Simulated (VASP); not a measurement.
The system is Be.

```
Be
1.0
     2.23274    0.00000    0.00000
     0.00000    2.23274    0.00000
     0.00000    0.00000    2.06565
Be
1
Direct
  0.50000 0.50000 0.00000
```

Base run:

- Program: VASP 6.6.1
- Functional: PBEsol
- Potentials or basis: VASP PAW PBE potentials, release 64 (Be)
- Cutoff: 520 eV
- k mesh: 12 × 12 × 13
- Occupations: fermi-dirac, width 0.05 eV
- Spin: no spin polarisation

Its results: band gap on the k mesh zero (band 1 reaches 9.29 eV, above the bottom of band 2 at 2.49 eV); pressure -0.4 GPa.

Q: After a change of settings the same cell gave: band gap on the k mesh zero (band 1 reaches 9.44 eV, above the bottom of band 2 at 2.53 eV); pressure 2.1 GPa. Which change was it?
A. functional from PBEsol to LDA; potentials or basis from VASP PAW PBE potentials, release 64 (Be) to VASP PAW LDA potentials, release 64 (Be)
B. functional from PBEsol to PBE; further incar settings from ALGO = Normal; EDIFF = 1e-07; NBANDS = 7 to ALGO = Normal; EDIFF = 1e-06; NBANDS = 7
C. functional from PBEsol to r2SCAN; further incar settings from ALGO = Normal; EDIFF = 1e-07; NBANDS = 7 to ALGO = Normal; EDIFF = 1e-06; NBANDS = 7
D. functional from PBEsol to RPBE

A: D.

RPBE binds less tightly than PBEsol, so the same cell stands under more pressure.

Caveats: the PAW data sets were made with another functional, which shifts forces and pressure a little.
